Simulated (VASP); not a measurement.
# Zn3GeO (P4mm) in VASP: further runs

Zn3GeO is run at these levels: PBE; tasks: single point, relaxation of cell and atoms.

Program: VASP 6.6.1. These are calculated values, not measurements. Logs are shortened: lines on timing, memory, paths and dates and some standing lists are left out, and cuts for length are marked.

### Step 1. The cell of the first run

It takes space group P4mm (No. 99, tetragonal). The conventional cell has a = 3.764 Å, b = 3.764 Å, c = 4.843 Å, α = 90.00°, β = 90.00°, γ = 90.00°. Within 2.8 Å of Zn (site symmetry 2mm) lie 2 Ge at 2.09 Å and 6 Zn at 2.66 to 2.70 Å. Within 2.9 Å of Zn (site symmetry 4mm) lie 2 Ge at 1.99 to 2.85 Å and 4 Zn at 2.70 Å and 4 O at 2.73 Å. Within 2.6 Å of Ge (site symmetry 4mm) lie 5 Zn at 1.99 to 2.09 Å. Within 3.6 Å of O (site symmetry 4mm) lie 12 Zn at 2.73 to 3.15 Å and 4 Ge at 3.00 Å.

The cell was generated, and may not be a known phase.

### Step 2. Single point, PBE

INCAR reads:

```
PREC = Accurate
ENCUT = 520
EDIFF = 1E-7
ISMEAR = 0
SIGMA = 0.1
LREAL = False
LASPH = True
NELM = 100
ALGO = Normal
ISIF = 2
LWAVE = False
LCHARG = True
GGA = PE
LELF = True
LVHAR = True
NBANDS = 36
```

KPOINTS reads:

```
Automatic mesh
0
Gamma
  4 4 4
```

POSCAR reads:

```
Zn3GeO
1.0
    3.7637029600      0.0000000000      0.0000000000
    0.0000000000      3.7637029600      0.0000000000
    0.0000000000      0.0000000000      4.8431757100
Zn Ge O
3 1 1
Direct
    0.0000000000      0.5000000000      0.5147183500
    0.5000000000      0.5000000000      0.1158523300
    0.5000000000      0.0000000000      0.5147183500
    0.5000000000      0.5000000000      0.7044957900
    0.0000000000      0.0000000000      0.9921142500
```

Potentials or basis: VASP PAW PBE potentials, release 64 (Zn, Ge_d, O).

Launch:

```
> cat potpaw_PBE.64/Zn/POTCAR potpaw_PBE.64/Ge_d/POTCAR potpaw_PBE.64/O/POTCAR > POTCAR
> mpirun -np 1 vasp_std > vasp.out
```

OUTCAR:

```text
PREC = Accurate
   ENCUT = 520
   EDIFF = 1E-7
   ISMEAR = 0
   LREAL = False
   LASPH = True
   NELM = 100
   ISIF = 2
   GGA = PE

 ion  position               nearest neighbor table
   1  0.000  0.500  0.515-   4 2.09   4 2.09   3 2.66   3 2.66   3 2.66   3 2.66   2 2.70   2 2.70

   2  0.500  0.500  0.116-   4 1.99   3 2.70   1 2.70   3 2.70   1 2.70   4 2.85
   3  0.500  0.000  0.515-   4 2.09   4 2.09   1 2.66   1 2.66   1 2.66   1 2.66   2 2.70   2 2.70

   4  0.500  0.500  0.704-   2 1.99   1 2.09   3 2.09   3 2.09   1 2.09   2 2.85
   5  0.000  0.000  0.992-

  LATTYP: Found a simple tetragonal cell.
 ALAT       =     3.7637029600
 C/A-ratio  =     1.2868113561

  Lattice vectors:

 A1 = (   3.7637029600,   0.0000000000,   0.0000000000)
 A2 = (   0.0000000000,   3.7637029600,   0.0000000000)
 A3 = (   0.0000000000,   0.0000000000,   4.8431757100)

Analysis of symmetry for initial positions (statically):
=====================================================================
 Subroutine PRICEL returns:
 Original cell was already a primitive cell.

 Routine SETGRP: Setting up the symmetry group for a
 simple tetragonal supercell.

 Subroutine GETGRP returns: Found  8 space group operations
 (whereof  8 operations were pure point group operations)
 out of a pool of 16 trial point group operations.

The static configuration has the point symmetry C_4v.

Analysis of symmetry for dynamics (positions and initial velocities):
=====================================================================
 Subroutine PRICEL returns:
 Original cell was already a primitive cell.

 Routine SETGRP: Setting up the symmetry group for a
 simple tetragonal supercell.

 Subroutine GETGRP returns: Found  8 space group operations
 (whereof  8 operations were pure point group operations)
 out of a pool of 16 trial point group operations.

The dynamic configuration has the point symmetry C_4v.

 Subroutine INISYM returns: Found  8 space group operations
 (whereof  8 operations are pure point group operations),
 and found     1 'primitive' translations

----------------------------------------------------------------------------------------

                                     Primitive cell

  volume of cell :      68.6058

  direct lattice vectors                    reciprocal lattice vectors
     3.763702960  0.000000000  0.000000000     0.265695782  0.000000000  0.000000000
     0.000000000  3.763702960  0.000000000     0.000000000  0.265695782  0.000000000
     0.000000000  0.000000000  4.843175710     0.000000000  0.000000000  0.206476093

  length of vectors
     3.763702960  3.763702960  4.843175710     0.265695782  0.265695782  0.206476093

  position of ions in fractional coordinates (direct lattice)
     0.000000000  0.500000000  0.514718350
     0.500000000  0.500000000  0.115852330
     0.500000000  0.000000000  0.514718350
     0.500000000  0.500000000  0.704495790
     0.000000000  0.000000000  0.992114250

  ion indices of the primitive-cell ions
   primitive index   ion index
                 1           1
                 2           2
                 3           3
                 4           4
                 5           5

----------------------------------------------------------------------------------------

 KPOINTS: Automatic mesh

Automatic generation of k-mesh.
 Grid dimensions read from file:
 generate k-points for:    4    4    4

 Generating k-lattice:

  Cartesian coordinates                     Fractional coordinates (reciprocal lattice)
     0.066423945  0.000000000  0.000000000     0.250000000  0.000000000  0.000000000
     0.000000000  0.066423945  0.000000000     0.000000000  0.250000000  0.000000000
     0.000000000  0.000000000  0.051619023     0.000000000  0.000000000  0.250000000

  Length of vectors
     0.066423945  0.066423945  0.051619023

  Shift w.r.t. Gamma in fractional coordinates (k-lattice)
     0.000000000  0.000000000  0.000000000

 Subroutine IBZKPT returns following result:
 ===========================================

 Found     18 irreducible k-points:

 Following reciprocal coordinates:
            Coordinates               Weight
  0.000000  0.000000  0.000000      1.000000
  0.250000  0.000000  0.000000      4.000000
  0.500000  0.000000  0.000000      2.000000
  0.250000  0.250000  0.000000      4.000000
  0.500000  0.250000  0.000000      4.000000
  0.500000  0.500000  0.000000      1.000000
[... 10 lines left out ...]
  0.500000  0.250000  0.500000      4.000000
  0.500000  0.500000  0.500000      1.000000
   k-points           NKPTS =     18   k-points in BZ     NKDIM =     18   number of bands    NBANDS=     36
   number of dos      NEDOS =    301   number of ions     NIONS =      5
   total plane-waves  NPLWV =  28224
   dimension x,y,z NGX =    28 NGY =   28 NGZ =   36
   dimension x,y,z NGXF=    56 NGYF=   56 NGZF=   72
   ions per type =               3   1   1
   NGX,Y,Z   is equivalent  to a cutoff of  12.37, 12.37, 12.36 a.u.
   NGXF,Y,Z  is equivalent  to a cutoff of  24.74, 24.74, 24.71 a.u.
 SYSTEM =  unknown system
   PREC   = accura    normal or accurate (medium, high low for compatibility)
   ISTART =      0    job   : 0-new  1-cont  2-samecut
   ICHARG =      2    charge: 1-file 2-atom 10-const
   ISPIN  =      1    spin polarized calculation?
   LNONCOLLINEAR =      F non collinear calculations
   LSORBIT =      F    spin-orbit coupling
   LASPH  =      T    aspherical Exc in radial PAW
   ENCUT  =  520.0 eV  38.22 Ry    6.18 a.u.   7.00  7.00  9.01*2*pi/ulx,y,z
   NELM   =    100;   NELMIN=  2; NELMDL= -5     # of ELM steps
   EDIFF  = 0.1E-06   stopping-criterion for ELM
   LREAL  =      F    real-space projection
   EDIFFG = 0.1E-05   stopping-criterion for IOM
   NSW    =      0    number of steps for IOM
   IBRION =     -1    ionic relax: 0-MD 1-quasi-New 2-CG
   NFREE  =      0    steps in history (QN), initial steepest desc. (CG)
   ISIF   =      2    stress and relaxation
   ISYM   =      2    0-nonsym 1-usesym 2-fastsym
   POTIM  = 0.5000    time-step for ionic-motion
   TEBEG  =    0.0;   TEEND  =   0.0 temperature during run
   PSTRESS=    0.0 pullay stress
   NELECT =      56.0000    total number of electrons
   NUPDOWN=      -1.0000    fix difference up-down
   EMIN   =  10.00;   EMAX   =-10.00  energy-range for DOS
   EFERMI =   0.00;   METHOD = LEGACY
   ISMEAR =     0;   SIGMA  =   0.10  broadening in eV -4-tet -1-fermi 0-gaus
   EFERMI_NEDOS =   21; number of points for ismear=-14 and -15
   IALGO  =     38    algorithm
   IMIX   =      4    mixing-type and parameters
     AMIX     =   0.40;   BMIX     =  1.00
     AMIX_MAG =   1.60;   BMIX_MAG =  1.00
  volume/ion in A,a.u.               =      13.72        92.59
  Fermi-wavevector in a.u.,A,eV,Ry     =   1.529973  2.891230 31.848769  2.340819
  Thomas-Fermi vector in A             =   2.637520
   LORBIT       =      0    0 simple, 1 ext, 2 COOP (PROOUT), +10 PAW based schemes
   GGA     = PE    functional components
   LHFCALC =     F    Hartree Fock is set to
   AEXX    =    0.0000 exact exchange contribution
   IVDW    =     0    specifies the selected vdW correction
   LEPSILON=     F    determine dielectric tensor
   LRPA    =     F    only Hartree local field effects (RPA)
 non-spin polarized calculation
 Gauss-broadening in eV      SIGMA  =   0.10
  energy-cutoff  :      520.00
  volume of cell :       68.61
 maximum number of plane-waves:      1872
 NGX is ok and might be reduce to    28
   NGX = 13   NGY = 13   NGZ = 19

 number of electron      56.0000048 magnetization

 Free energy of the ion-electron system (eV)
  ---------------------------------------------------
  ext. energy  EPLUGINS =         0.00000000
  ---------------------------------------------------
  free energy    TOTEN  =        -7.40648552 eV

  energy without entropy =       -7.40160704  energy(sigma->0) =       -7.40404628

 E-fermi :   3.7789     XC(G=0): -11.5001

 val. band max:        3.7698541108   @ k =   0.5000   0.0000   0.2500
 cond. band min:       3.9375451591   @ k =   0.2500   0.2500   0.0000
 fundamental gap:      0.1676910483
 Fermi energy:         3.7789351069

 k-point     1 :       0.0000    0.0000    0.0000
  band No.  band energies     occupation
      1     -21.0173      2.00000
      2     -20.9596      2.00000
      3     -20.9475      2.00000
      4     -20.9475      2.00000
      5     -20.8512      2.00000
      6     -12.5378      2.00000
[... 28 lines left out ...]
     35      12.1158      0.00000
     36      12.1158      0.00000

 k-point     2 :       0.2500    0.0000    0.0000
  band No.  band energies     occupation
      1     -21.0172      2.00000
      2     -20.9603      2.00000
      3     -20.9524      2.00000
      4     -20.9481      2.00000
      5     -20.8515      2.00000
      6     -12.4246      2.00000
[... 28 lines left out ...]
     35      11.8413      0.00000
     36      13.2000      0.00000

 k-point     3 :       0.5000    0.0000    0.0000
  band No.  band energies     occupation
      1     -21.0170      2.00000
      2     -20.9680      2.00000
      3     -20.9504      2.00000
      4     -20.9487      2.00000
      5     -20.8519      2.00000
      6     -12.3076      2.00000
[... 28 lines left out ...]
     35      11.9773      0.00000
     36      13.3190      0.00000
[... 508 lines left out ...]
 k-point    17 :       0.5000    0.2500    0.5000
  band No.  band energies     occupation
      1     -21.0094      2.00000
      2     -20.9678      2.00000
      3     -20.9592      2.00000
      4     -20.9444      2.00000
      5     -20.8529      2.00000
      6     -12.2461      2.00000
[... 28 lines left out ...]
     35      13.4731      0.00000
     36      14.3434      0.00000

 k-point    18 :       0.5000    0.5000    0.5000
  band No.  band energies     occupation
      1     -21.0092      2.00000
      2     -20.9683      2.00000
      3     -20.9683      2.00000
      4     -20.9405      2.00000
      5     -20.8538      2.00000
      6     -12.2049      2.00000
[... 28 lines left out ...]
     35      14.7880      0.00000
     36      14.7880      0.00000

------------------------ aborting loop because EDIFF is reached ----------------------------------------

  FORCE on cell =-STRESS in cart. coord.  units (eV):
  Direction    XX          YY          ZZ          XY          YZ          ZX
  --------------------------------------------------------------------------------------
  -------------------------------------------------------------------------------------
  Total       16.2801896     16.2801896     19.0103079      0.0000000      0.0000000      0.0000000
  in kB      380.1973932    380.1973932    443.9548730      0.0000000      0.0000000      0.0000000
  external PRESSURE =     401.4498865 kB  Pullay stress =       0.0000000 kB

 VOLUME and BASIS-vectors are now :
 -----------------------------------------------------------------------------
  energy-cutoff  :      520.00
  volume of cell :       68.61
      direct lattice vectors                 reciprocal lattice vectors
     3.763702960  0.000000000  0.000000000     0.265695782  0.000000000  0.000000000
     0.000000000  3.763702960  0.000000000     0.000000000  0.265695782  0.000000000
     0.000000000  0.000000000  4.843175710     0.000000000  0.000000000  0.206476093

 POSITION                                       TOTAL-FORCE (eV/Angst)
 -----------------------------------------------------------------------------------
      0.00000      1.88185      2.49287         0.000000      0.000000     -3.385244
      1.88185      1.88185      0.56109        -0.000000     -0.000000      5.635643
      1.88185      0.00000      2.49287        -0.000000      0.000000     -3.385244
      1.88185      1.88185      3.41200        -0.000000     -0.000000     -0.474010
      0.00000      0.00000      4.80498        -0.000000      0.000000      1.608855
 -----------------------------------------------------------------------------------
    total drift:                                0.000000      0.000000     -0.003499

  FREE ENERGIE OF THE ION-ELECTRON SYSTEM (eV)
  ---------------------------------------------------
  free  energy   TOTEN  =        -7.4064855180 eV

  energy  without entropy=       -7.4016070404  energy(sigma->0) =       -7.40404628
```

It took 50 s on 1 thread of Intel Xeon 8259CL, shared host; peak memory 0.19 GiB.

What came out:

```
Free energy            : -7.4065 eV
Pressure               : 40.1 GPa
Largest force          : 5.636 eV/Å
Band gap on the k mesh : zero (bands 28 and 29 overlap by 1.07 eV)
```

Forces in eV/Å, atoms in the order of the input:
```
Zn   0.000  0.000 -3.385
Zn   0.000  0.000  5.636
Zn   0.000  0.000 -3.385
Ge   0.000  0.000 -0.474
O    0.000  0.000  1.609
```

Levels at points of the mesh, in eV from the Fermi level:
```csv
k point,band 25,band 26,band 27,band 28,band 29,band 30,band 31,band 32
"(0.00, 0.00, 0.00)",-2.81,-2.81,-0.25,-0.25,-0.04,2.42,4.01,7.39
"(0.50, 0.00, 0.00)",-2.21,-2.06,-1.31,-0.33,0.54,2.55,3.85,4.42
"(0.50, 0.50, 0.00)",-2.77,-1.71,-1.11,-1.11,-1.08,0.98,1.76,1.76
"(0.00, 0.00, 0.50)",-1.89,-1.22,-0.97,-0.97,2.58,2.81,4.10,5.45
"(0.50, 0.00, 0.50)",-1.23,-1.14,-0.26,-0.25,0.38,3.76,4.19,4.99
"(0.50, 0.50, 0.50)",-4.02,-3.16,-3.04,-3.04,1.03,2.32,2.32,5.42
```

Caveat: the k points lie up to 0.42 Å⁻¹ apart, too coarse for converged energies and pressures of a metal; forces of over 1 eV/Å act on the atoms, so gaps and moduli don't describe the material at rest.

### Step 3. Single point, PBE

This run uses another cell than the first one, of 18.12 Å³/atom.

INCAR reads:

```
PREC = Accurate ; ENCUT = 520
EDIFF = 1E-6 ; ISMEAR = 0
SIGMA = 0.1 ; LREAL = False
LASPH = True ; NELM = 60
ALGO = Normal ; ISIF = 2
LWAVE = False ; LCHARG = True
GGA = PE ; LELF = True
LVHAR = True ; NBANDS = 36
```

KPOINTS is that of step 2.

POSCAR reads:

```
Zn3GeO
1.0
    3.8078068469      0.0000000000      0.0000000000
    0.0000000000      3.8078068469      0.0000000000
    0.0000000000      0.0000000000      6.2495759569
Zn Ge O
3 1 1
Direct
    0.0000000000      0.5000000000      0.4149075709
    0.5000000000      0.5000000000      0.0772261748
    0.5000000000      0.0000000000      0.4149075709
    0.5000000000      0.5000000000      0.6857788746
    0.0000000000      0.0000000000      1.2490788787
```

Potentials or basis: VASP PAW PBE potentials, release 64 (Zn, Ge_d, O).

Launch:

```
> cat potpaw_PBE.64/Zn/POTCAR potpaw_PBE.64/Ge_d/POTCAR potpaw_PBE.64/O/POTCAR > POTCAR
> mpirun -np 1 vasp_std > vasp.out
```

Run time: 65 s. Hardware: 1 thread of Intel Xeon 8259CL, shared host; peak memory 0.22 GiB.

Results (log left out):

```
Free energy            : -13.3663 eV
Pressure               : 0.4 GPa
Largest force          : 0.055 eV/Å
Band gap on the k mesh : zero (bands 28 and 29 overlap by 2.22 eV)
```

Forces in eV/Å, atoms in the order of the input:
```
Zn   0.000  0.000  0.021
Zn   0.000  0.000 -0.020
Zn   0.000  0.000  0.021
Ge   0.000  0.000  0.033
O    0.000  0.000 -0.055
```

Stress tensor (GPa, compression positive):
```
0.31 0.00 0.00
0.00 0.31 0.00
0.00 0.00 0.52
```

Levels at points of the mesh, in eV from the Fermi level:
```
           k point  band 25  band 26  band 27  band 28  band 29  band 30  band 31  band 32
(0.00, 0.00, 0.00)    -3.62    -3.62    -1.39     1.20     1.20     3.04     4.35     6.22
(0.50, 0.00, 0.00)    -3.01    -3.00    -2.37     0.19     1.22     1.61     2.91     5.15
(0.50, 0.50, 0.00)    -3.54    -2.60    -2.02    -2.02    -1.00     2.60     2.71     2.71
(0.00, 0.00, 0.50)    -3.58    -2.79    -0.16     1.23     1.23     2.48     3.16     4.98
(0.50, 0.00, 0.50)    -3.00    -1.78    -1.76    -0.37     1.51     1.91     2.72     4.90
(0.50, 0.50, 0.50)    -3.77    -3.57    -2.37    -2.37     2.42     2.59     2.59     2.99
```

Caveat: the k points lie up to 0.41 Å⁻¹ apart, too coarse for converged energies and pressures of a metal.

(Continued in part 2 of 2.)

The gap in the log of VASP goes by the Fermi energy; the results here count the filled bands.